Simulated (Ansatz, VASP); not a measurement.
# I: VASP beside Ansatz

INCAR

```
SYSTEM = I
  ALGO = Normal
  EDIFF = 1E-6
  ENCUT = 520
  GGA = PE
  ISIF = 2
  ISMEAR = -1
  LASPH = .True.
  LCHARG = .True.
  LELF = .True.
  LREAL = .False.
  LVHAR = .True.
  LWAVE = .False.
  NBANDS = 10
  NELM = 100
  PREC = Accurate
  SIGMA = 0.05
```

The input KPOINTS:

```
k-points
0
Gamma
  14 14 14
  0 0 0
```

Contents of POSCAR:

```
I
1.0
    0.0000000000      2.2839386976      2.2839386976
    2.2839386976      0.0000000000      2.2839386976
    2.2839386976      2.2839386976      0.0000000000
I
1
Direct
    0.0000000000      0.0000000000      0.0000000000
```

Input for Ansatz:

```yaml
crystal:
  lattice:
    - [0.0, 2.2839386976, 2.2839386976]
    - [2.2839386976, 0.0, 2.2839386976]
    - [2.2839386976, 2.2839386976, 0.0]
  atoms:
    - { symbol: I, position: [0.0, 0.0, 0.0] }
kpoints:
  mp_grid: { grid: [14, 14, 14] }
scf:
  occupations: { method: fermi_dirac, width: 0.05 }
hamiltonian:
  xc: pbe
  pseudopotentials: { kind: all_electron, lapw: { basis_error: 0.001 } }
output:
  forces: true
  stress: true
  eigenvalues: true
  populations: true
```

Change from the starting cell: volume scaled by 0.68, LAPW.

Alike in both runs: task single point; functional PBE; k mesh 14 × 14 × 14; occupations fermi-dirac, width 0.05 eV; no spin polarisation.

```csv
,VASP,Ansatz
version,VASP 6.6.1,Ansatz 0.2.0
potentials or method,"VASP PAW PBE potentials, release 64 (I), cutoff 520 eV","all-electron LAPW, scalar-relativistic"
```

VASP gave:

```
pressure (GPa) : 25.0
```

Q: Estimate Ansatz's values.

A: Pressure (GPa): 25.2.

Ansatz ran all-electron here, and VASP with PAW potentials.

Neither program's run includes spin-orbit coupling.
